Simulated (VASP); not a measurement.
# CuO (P-1) in VASP: notebook

The runs below take CuO through single point, with LDA, PBEsol.

All numbers are computed with VASP 6.6.1; they aren't measurements. Logs are shortened: lines on timing, memory, paths and dates and some standing lists are left out, and cuts for length are marked.

## Step 1: The cell of the first run

The typed cell holds 4 atoms: a = 2.880 Å, b = 2.880 Å, c = 5.176 Å, α = 89.81°, β = 89.81°, γ = 89.22°.

## Step 2: Single point, LDA

INCAR

```
PREC = Accurate
ENCUT = 520
EDIFF = 1E-6
ISMEAR = -1
SIGMA = 0.05
LREAL = False
LASPH = True
NELM = 100
ALGO = Normal
ISIF = 2
LWAVE = False
LCHARG = True
LELF = True
LVHAR = True
NBANDS = 25
```

KPOINTS

```
regular mesh
0
Gamma
  9 9 5
```

POSCAR

```
CuO
1.0
    2.8795009639      0.0000000000      0.0000000000
    0.0390727580      2.8792794796      0.0000000000
    0.0174953863      0.0172449008      5.1763391994
Cu O
2 2
Direct
    0.0000000000      0.5000000000      0.0000000000
    0.5000000000      0.0000000000      0.5000000000
    0.9984239700      0.0016717800      0.7498871000
    0.0015760300      0.9983282200      0.2501129000
```

Potentials or basis: VASP PAW LDA potentials, release 64 (Cu, O).

On the command line:

```
> cat potpaw_LDA.64/Cu/POTCAR potpaw_LDA.64/O/POTCAR > POTCAR
> mpirun -np 1 vasp_std > vasp.out
```

OUTCAR:

```text
PREC = Accurate
   ENCUT = 520
   EDIFF = 1E-6
   ISMEAR = -1
   LREAL = False
   LASPH = True
   NELM = 100
   ISIF = 2

 ion  position               nearest neighbor table
   1  0.000  0.500  0.000-   3 1.94   4 1.94   3 1.94   4 1.94
   2  0.500  0.000  0.500-   3 1.94   4 1.94   4 1.94   3 1.94
   3  0.998  0.002  0.750-   2 1.94   2 1.94   1 1.94   1 1.94
   4  0.002  0.998  0.250-   2 1.94   2 1.94   1 1.94   1 1.94

  LATTYP: Found a base centered monoclinic cell.
 ALAT       =    11.1169163425
 B/A-ratio  =     0.3638182808
 C/A-ratio  =     0.4656324948
 COS(beta)  =    -0.9295148209

  Lattice vectors:

 A1 = (   2.8620055776,  -0.0172449008,  -5.1763391994)
 A2 = (   0.0215773717,   2.8620345788,  -5.1763391994)
 A3 = (   0.0174953863,   0.0172449008,   5.1763391994)

Analysis of symmetry for initial positions (statically):
=====================================================================
 Subroutine PRICEL returns:
 Original cell was already a primitive cell.

 Routine SETGRP: Setting up the symmetry group for a
 base centered monoclinic supercell.

 Subroutine GETGRP returns: Found  2 space group operations
 (whereof  2 operations were pure point group operations)
 out of a pool of  4 trial point group operations.

The static configuration has the point symmetry S_2 .

Analysis of symmetry for dynamics (positions and initial velocities):
=====================================================================
 Subroutine PRICEL returns:
 Original cell was already a primitive cell.

 Routine SETGRP: Setting up the symmetry group for a
 base centered monoclinic supercell.

 Subroutine GETGRP returns: Found  2 space group operations
 (whereof  2 operations were pure point group operations)
 out of a pool of  4 trial point group operations.

The dynamic configuration has the point symmetry S_2 .

 Subroutine INISYM returns: Found  2 space group operations
 (whereof  2 operations are pure point group operations),
 and found     1 'primitive' translations

----------------------------------------------------------------------------------------

                                     Primitive cell

  volume of cell :      42.9164

  direct lattice vectors                    reciprocal lattice vectors
     2.879500964  0.000000000  0.000000000     0.347282398 -0.004712735 -0.001158071
     0.039072758  2.879279480  0.000000000     0.000000000  0.347309112 -0.001157055
     0.017495386  0.017244901  5.176339199     0.000000000  0.000000000  0.193186722

  length of vectors
     2.879500964  2.879544582  5.176397491     0.347316304  0.347311040  0.193186722

  position of ions in fractional coordinates (direct lattice)
     1.000000000  0.500000000  0.000000000
     0.500000000  0.000000000  0.500000000
     0.998423970  0.001671780  0.749887100
     0.001576030  0.998328220  0.250112900

  ion indices of the primitive-cell ions
   primitive index   ion index
                 1           1
                 2           2
                 3           3
                 4           4

----------------------------------------------------------------------------------------

 KPOINTS: regular mesh

Automatic generation of k-mesh.
 Grid dimensions read from file:
 generate k-points for:    9    9    5

 Generating k-lattice:

  Cartesian coordinates                     Fractional coordinates (reciprocal lattice)
     0.038586933 -0.000523637 -0.000128675     0.111111111 -0.000000000 -0.000000000
     0.000000000  0.038589901 -0.000128562     0.000000000  0.111111111 -0.000000000
     0.000000000  0.000000000  0.038637344     0.000000000  0.000000000  0.200000000

  Length of vectors
     0.038590700  0.038590116  0.038637344

  Shift w.r.t. Gamma in fractional coordinates (k-lattice)
     0.000000000  0.000000000  0.000000000

 Subroutine IBZKPT returns following result:
 ===========================================

 Found    203 irreducible k-points:

 Following reciprocal coordinates:
            Coordinates               Weight
  0.000000  0.000000  0.000000      1.000000
  0.111111  0.000000 -0.000000      2.000000
  0.000000 -0.111111  0.000000      2.000000
  0.222222 -0.000000 -0.000000      2.000000
  0.000000 -0.222222  0.000000      2.000000
  0.333333  0.000000 -0.000000      2.000000
[... 16 lines left out ...]
 -0.111111  0.111111 -0.000000      2.000000
  0.222222  0.222222 -0.000000      2.000000
 [... further k-points ...]
   k-points           NKPTS =    203   k-points in BZ     NKDIM =    203   number of bands    NBANDS=     25
   number of dos      NEDOS =    301   number of ions     NIONS =      4
   total plane-waves  NPLWV =  23040
   dimension x,y,z NGX =    24 NGY =   24 NGZ =   40
   dimension x,y,z NGXF=    48 NGYF=   48 NGZF=   80
   ions per type =               2   2
   NGX,Y,Z   is equivalent  to a cutoff of  13.86, 13.86, 12.85 a.u.
   NGXF,Y,Z  is equivalent  to a cutoff of  27.71, 27.71, 25.69 a.u.
 SYSTEM =  unknown system
   PREC   = accura    normal or accurate (medium, high low for compatibility)
   ISTART =      0    job   : 0-new  1-cont  2-samecut
   ICHARG =      2    charge: 1-file 2-atom 10-const
   ISPIN  =      1    spin polarized calculation?
   LNONCOLLINEAR =      F non collinear calculations
   LSORBIT =      F    spin-orbit coupling
   LASPH  =      T    aspherical Exc in radial PAW
   ENCUT  =  520.0 eV  38.22 Ry    6.18 a.u.   5.35  5.35  9.62*2*pi/ulx,y,z
   NELM   =    100;   NELMIN=  2; NELMDL= -5     # of ELM steps
   EDIFF  = 0.1E-05   stopping-criterion for ELM
   LREAL  =      F    real-space projection
   EDIFFG = 0.1E-04   stopping-criterion for IOM
   NSW    =      0    number of steps for IOM
   IBRION =     -1    ionic relax: 0-MD 1-quasi-New 2-CG
   NFREE  =      0    steps in history (QN), initial steepest desc. (CG)
   ISIF   =      2    stress and relaxation
   ISYM   =      2    0-nonsym 1-usesym 2-fastsym
   POTIM  = 0.5000    time-step for ionic-motion
   TEBEG  =    0.0;   TEEND  =   0.0 temperature during run
   PSTRESS=    0.0 pullay stress
   NELECT =      34.0000    total number of electrons
   NUPDOWN=      -1.0000    fix difference up-down
   EMIN   =  10.00;   EMAX   =-10.00  energy-range for DOS
   EFERMI =   0.00;   METHOD = LEGACY
   ISMEAR =    -1;   SIGMA  =   0.05  broadening in eV -4-tet -1-fermi 0-gaus
   EFERMI_NEDOS =   21; number of points for ismear=-14 and -15
   IALGO  =     38    algorithm
   IMIX   =      4    mixing-type and parameters
     AMIX     =   0.40;   BMIX     =  1.00
     AMIX_MAG =   1.60;   BMIX_MAG =  1.00
  volume/ion in A,a.u.               =      10.73        72.40
  Fermi-wavevector in a.u.,A,eV,Ry     =   1.514816  2.862587 31.220846  2.294667
  Thomas-Fermi vector in A             =   2.624423
   LORBIT       =      0    0 simple, 1 ext, 2 COOP (PROOUT), +10 PAW based schemes
   GGA     = CA    functional components
   LHFCALC =     F    Hartree Fock is set to
   AEXX    =    0.0000 exact exchange contribution
   IVDW    =     0    specifies the selected vdW correction
   LEPSILON=     F    determine dielectric tensor
   LRPA    =     F    only Hartree local field effects (RPA)
 non-spin polarized calculation
  energy-cutoff  :      520.00
  volume of cell :       42.92
 maximum number of plane-waves:      1171
 NGX is ok and might be reduce to    24
   NGX = 11   NGY = 11   NGZ = 19

 number of electron      33.9999982 magnetization

 Free energy of the ion-electron system (eV)
  ---------------------------------------------------
  ext. energy  EPLUGINS =         0.00000000
  ---------------------------------------------------
  free energy    TOTEN  =       -23.28603579 eV

  energy without entropy =      -23.26678246  energy(sigma->0) =      -23.27640913

 E-fermi :   4.9054     XC(G=0): -12.0334

 val. band max:        4.8857899210   @ k =   0.4444   0.4444   0.4000
 cond. band min:       4.9364061990   @ k =  -0.1111   0.2222  -0.0000
 fundamental gap:      0.0506162781
 Fermi energy:         4.9054034756

 k-point     1 :       0.0000    0.0000    0.0000
  band No.  band energies     occupation
      1     -14.7716      2.00000
      2     -13.4022      2.00000
      3      -3.4949      2.00000
      4      -0.6585      2.00000
      5      -0.6302      2.00000
      6       1.0280      2.00000
[... 17 lines left out ...]
     24      19.5973      0.00000
     25      19.8175      0.00000

 k-point     2 :       0.1111    0.0000   -0.0000
  band No.  band energies     occupation
      1     -14.6976      2.00000
      2     -13.3780      2.00000
      3      -3.3735      2.00000
      4      -0.7293      2.00000
      5      -0.6056      2.00000
      6       0.4416      2.00000
[... 17 lines left out ...]
     24      19.8033      0.00000
     25      19.9070      0.00000

 k-point     3 :       0.0000   -0.1111    0.0000
  band No.  band energies     occupation
      1     -14.6977      2.00000
      2     -13.3779      2.00000
      3      -3.3737      2.00000
      4      -0.7232      2.00000
      5      -0.6123      2.00000
      6       0.4421      2.00000
[... 17 lines left out ...]
     24      19.8019      0.00000
     25      19.9035      0.00000

 k-point     4 :       0.2222   -0.0000   -0.0000
  band No.  band energies     occupation
      1     -14.5024      2.00000
      2     -13.3161      2.00000
      3      -3.0504      2.00000
      4      -0.8768      2.00000
      5      -0.6982      2.00000
      6      -0.5183      2.00000
[... 17 lines left out ...]
     24      19.7886      0.00000
     25      20.2540      0.00000
[... 477 lines left out ...]
 k-point    22 :      -0.1111    0.2222   -0.0000
  band No.  band energies     occupation
      1     -14.4299      2.00000
      2     -13.2936      2.00000
      3      -2.9264      2.00000
      4      -0.8508      2.00000
      5      -0.6787      2.00000
      6      -0.5866      2.00000
[... 17 lines left out ...]
     24      18.3490      0.00000
     25      20.0043      0.00000

 k-point    23 :      -0.1111    0.1111   -0.0000
  band No.  band energies     occupation
      1     -14.6233      2.00000
      2     -13.3541      2.00000
      3      -3.2509      2.00000
      4      -0.7366      2.00000
      5      -0.6460      2.00000
      6       0.3147      2.00000
[... 17 lines left out ...]
     24      18.6269      0.00000
     25      19.9754      0.00000

 k-point    24 :       0.2222    0.2222   -0.0000
  band No.  band energies     occupation
      1     -14.2464      2.00000
      2     -13.2411      2.00000
      3      -2.6019      2.00000
      4      -0.8227      2.00000
      5      -0.7089      2.00000
      6      -0.6087      2.00000
[... 17 lines left out ...]
     24      17.0171      0.00000
     25      20.4717      0.00000

 [... further k-points ...]

------------------------ aborting loop because EDIFF is reached ----------------------------------------

  FORCE on cell =-STRESS in cart. coord.  units (eV):
  Direction    XX          YY          ZZ          XY          YZ          ZX
  --------------------------------------------------------------------------------------
  -------------------------------------------------------------------------------------
  Total       -1.5536576     -1.5654313     -3.0203404     -0.0369043     -0.0061146     -0.0091648
  in kB      -58.0018882    -58.4414283   -112.7567863     -1.3777283     -0.2282731     -0.3421448
  external PRESSURE =     -76.4000343 kB  Pullay stress =       0.0000000 kB

 VOLUME and BASIS-vectors are now :
 -----------------------------------------------------------------------------
  energy-cutoff  :      520.00
  volume of cell :       42.92
      direct lattice vectors                 reciprocal lattice vectors
     2.879500964  0.000000000  0.000000000     0.347282398 -0.004712735 -0.001158071
     0.039072758  2.879279480  0.000000000     0.000000000  0.347309112 -0.001157055
     0.017495386  0.017244901  5.176339199     0.000000000  0.000000000  0.193186722

 POSITION                                       TOTAL-FORCE (eV/Angst)
 -----------------------------------------------------------------------------------
      0.01954      1.43964      0.00000         0.000000      0.000000      0.000000
      1.44850      0.00862      2.58817         0.000000      0.000000      0.000000
      2.88815      0.01775      3.88167         0.006910     -0.008409      0.010356
      0.04792      2.87878      1.29467        -0.006910      0.008409     -0.010356
 -----------------------------------------------------------------------------------
    total drift:                                0.000000     -0.000000     -0.000000

  FREE ENERGIE OF THE ION-ELECTRON SYSTEM (eV)
  ---------------------------------------------------
  free  energy   TOTEN  =       -23.2860357928 eV

  energy  without entropy=      -23.2667824617  energy(sigma->0) =      -23.27640913
```

Run time: 73 s. Hardware: 1 thread of Intel Xeon 6975P-C (Granite Rapids), shared host; peak memory 0.28 GiB.

What came out:

- Free energy: -23.2860 eV
- Pressure: -7.6 GPa
- Largest force: 0.015 eV/Å
- Band gap on the k mesh: zero (bands 17 and 18 overlap by 0.95 eV)

Forces on the atoms (eV/Å):
```
Cu   0.000  0.000  0.000
Cu   0.000  0.000  0.000
O    0.007 -0.008  0.010
O   -0.007  0.008 -0.010
```

Stress tensor (GPa, compression positive):
```
 -5.80  -0.14  -0.03
 -0.14  -5.84  -0.02
 -0.03  -0.02 -11.28
```

Caveat: the stress differs along the axes, from -11 to -6 GPa; semilocal functionals often make such compounds metallic where correlation or magnetic order opens a gap, which also shifts bond lengths. With open d or f shells a metallic result of LDA can be an artefact of self-interaction; +U or a hybrid may open a gap.

## Step 3: Single point, LDA

INCAR

```
PREC = Accurate ; ENCUT = 520
EDIFF = 1E-7 ; ISMEAR = -1
SIGMA = 0.05 ; LREAL = False
LASPH = True ; NELM = 100
ALGO = Normal ; ISIF = 2
LWAVE = False ; LCHARG = True
GGA = CA ; LELF = True
LVHAR = True ; NBANDS = 25
```

KPOINTS is that of step 2.

POSCAR is that of step 2.

Potentials or basis: VASP PAW LDA potentials, release 64 (Cu, O).

On the command line:

```
> cat potpaw_LDA.64/Cu/POTCAR potpaw_LDA.64/O/POTCAR > POTCAR
> mpirun -np 1 vasp_std > vasp.out
```

Run time: 78 s. Hardware: 1 thread of Intel Xeon 6975P-C (Granite Rapids), shared host; peak memory 0.28 GiB.

Results (log left out):

* Free energy: -23.2860 eV
* Pressure: -7.6 GPa
* Largest force: 0.014 eV/Å
* Band gap on the k mesh: zero (bands 17 and 18 overlap by 0.95 eV)

Forces on the atoms (eV/Å):
```
Cu   0.000  0.000  0.000
Cu   0.000  0.000  0.000
O    0.007 -0.008  0.009
O   -0.007  0.008 -0.009
```

Stress tensor (GPa, compression positive):
```
 -5.80  -0.14  -0.03
 -0.14  -5.84  -0.02
 -0.03  -0.02 -11.28
```

Levels at points of the mesh, in eV from the Fermi level:
```csv
k point,band 14,band 15,band 16,band 17,band 18,band 19,band 20,band 21
"(0.00, 0.00, 0.00)",-2.42,-2.33,-2.02,0.68,0.72,1.54,6.17,7.31
```

Caveat: the stress differs along the axes, from -11 to -6 GPa; semilocal functionals often make such compounds metallic where correlation or magnetic order opens a gap, which also shifts bond lengths. With open d or f shells a metallic result of LDA can be an artefact of self-interaction; +U or a hybrid may open a gap.

## Step 4: Single point, LDA

This run uses another cell than the first one, of 11.16 Å³/atom.

INCAR

```
PREC     = Accurate       # precision mode
ENCUT    = 520            # plane-wave cutoff, eV
EDIFF    = 1E-7           # SCF threshold, eV
ISMEAR   = -1             # smearing method
SIGMA    = 0.05           # smearing width, eV
LREAL    = False          # projectors in reciprocal space
LASPH    = True           # aspherical terms in the spheres
NELM     = 80             # most SCF steps
ALGO     = Normal         # electronic algorithm
ISIF     = 2              # what is computed and relaxed
LWAVE    = False          # write WAVECAR
LCHARG   = False          # write CHGCAR
GGA      = CA             # functional
NBANDS   = 25             # bands
```

KPOINTS

```
Automatic mesh
0
Gamma
  9 9 5
```

POSCAR

```
CuO
1.0
    2.9173934799      0.0000000000      0.0000000000
    0.0395869322      2.9171690810      0.0000000000
    0.0177256152      0.0174718334      5.2444567372
Cu O
2 2
Direct
    0.0000000000      0.5000000000      0.0000000000
    0.5000000000      0.0000000000      0.5000000000
    0.9984239700      0.0016717800      0.7498871000
    0.0015760300      0.9983282200      0.2501129000
```

On the command line:

```
> cat potpaw_LDA.64/Cu/POTCAR potpaw_LDA.64/O/POTCAR > POTCAR
> mpirun -np 1 vasp_std > vasp.out
```

It took 83 s on 1 thread of Intel Xeon 6975P-C (Granite Rapids), shared host; peak memory 0.28 GiB.

Results (log left out):

```
Free energy            : -23.1752 eV
Pressure               : -13.3 GPa
Largest force          : 0.016 eV/Å
Band gap on the k mesh : zero (bands 17 and 18 overlap by 0.92 eV)
```

Forces in eV/Å, atoms in the order of the input:
```
Cu   0.000  0.000  0.000
Cu   0.000  0.000  0.000
O    0.009 -0.010  0.008
O   -0.009  0.010 -0.008
```

Stress tensor (GPa, compression positive):
```
-10.67  -0.18  -0.05
 -0.18 -10.69  -0.05
 -0.05  -0.05 -18.40
```

Levels at points of the mesh, in eV from the Fermi level:
```csv
k point,band 15,band 16,band 17,band 18,band 19,band 20
"(0.00, 0.00, 0.00)",-2.20,-1.91,0.66,0.70,1.43,6.14
```

Caveat: the stress differs along the axes, from -18 to -11 GPa; semilocal functionals often make such compounds metallic where correlation or magnetic order opens a gap, which also shifts bond lengths. With open d or f shells a metallic result of LDA can be an artefact of self-interaction; +U or a hybrid may open a gap.

[end of part 1 of 2]

The gap in the log of VASP goes by the Fermi energy; the results here count the filled bands.